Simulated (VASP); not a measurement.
# HC4: single point with PBEsol

The system is HC4, a slab with vacuum.

```xyz
20
Lattice="1.7769 -1.7769 0.0000 0.0000 0.0000 3.5538 -17.1793 -17.1793 0.0000" Properties=species:S:1:pos:R:3 pbc="T T T"
C    -7.2736  -10.6974    3.4758
C    -5.5340   -5.6482    3.5476
C   -11.6897  -11.7860    0.9446
C    -8.0800   -8.2764    0.7883
C   -10.7315  -10.8638    0.0422
C    -5.5526   -9.0494    3.5409
C    -8.1090  -11.6337    0.8962
C    -4.6499   -8.1542    0.7547
C   -10.8298  -12.5694    1.6636
C    -7.2156   -9.1262    1.7214
C   -10.0230  -11.7408    2.6938
C    -6.3134   -8.0591    2.6800
C    -9.1205  -10.9270    1.6733
C    -5.4547   -7.2182    1.7201
C    -8.1123   -9.7382    2.6479
C    -4.5870   -6.4441    2.6069
H    -4.7951   -4.8720    0.5895
H   -12.2938  -12.3913    0.1695
H   -11.4479  -13.1457    2.5099
H    -3.9234   -5.7554    2.0067
```

```yaml
Program: VASP 6.6.1
Task: single point
Functional: PBEsol
Potentials_or_basis: VASP PAW PBE potentials, release 64 (C, H)
Cutoff: 520 eV
k_mesh: 4 × 3 × 1
Occupations: fermi-dirac, width 0.05 eV
Spin: no spin polarisation
```

```yaml
Largest_force: 8.811 eV/Å
Band_gap_on_the_k_mesh: 1.37 eV, direct
```

Forces in eV/Å, atoms in the order of the input:
```
C   -0.370 -2.253  1.001
C    4.073  5.823 -4.521
C   -2.339  4.005 -4.595
C   -0.989  4.072  3.503
C   -4.416  1.696 -1.703
C    3.061  0.643 -1.624
C   -1.310 -3.545 -2.869
C   -0.275 -1.737  6.678
C    1.146 -4.914  7.223
C    1.438  3.257 -1.219
C    4.752 -0.630 -2.487
C   -2.654 -3.012 -2.949
C    2.014  5.011  4.125
C   -1.566 -1.781 -1.035
C   -2.160 -5.956 -0.503
C    0.799  0.897  1.821
H   -1.723 -1.797 -0.928
H    0.384  0.606  1.149
H    0.418 -0.082 -1.952
H   -0.280 -0.304  0.884
```

Levels at points of the mesh, in eV from the valence-band top:
```tsv
k point	band 30	band 31	band 32	band 33	band 34	band 35	band 36	band 37	band 38	band 39
(0.00, 0.00, 0.00)	-2.11	-1.56	-1.33	-0.30	0.00	1.37	1.69	2.89	3.17	3.59
(0.50, 0.00, 0.00)	-5.79	-5.50	-4.83	-4.27	-3.13	2.97	3.59	3.80	4.24	4.37
```

Run time: 2.5 min on 1 thread of Intel(R) Xeon(R) Platinum 8259CL CPU @ 2.50GHz (Skylake/Cascade Lake), on a shared host, peak memory 0.32 GiB.

Caveat: the k points lie up to 0.63 Å⁻¹ apart; the PAW data sets were made with another functional, which shifts forces and pressure a little.
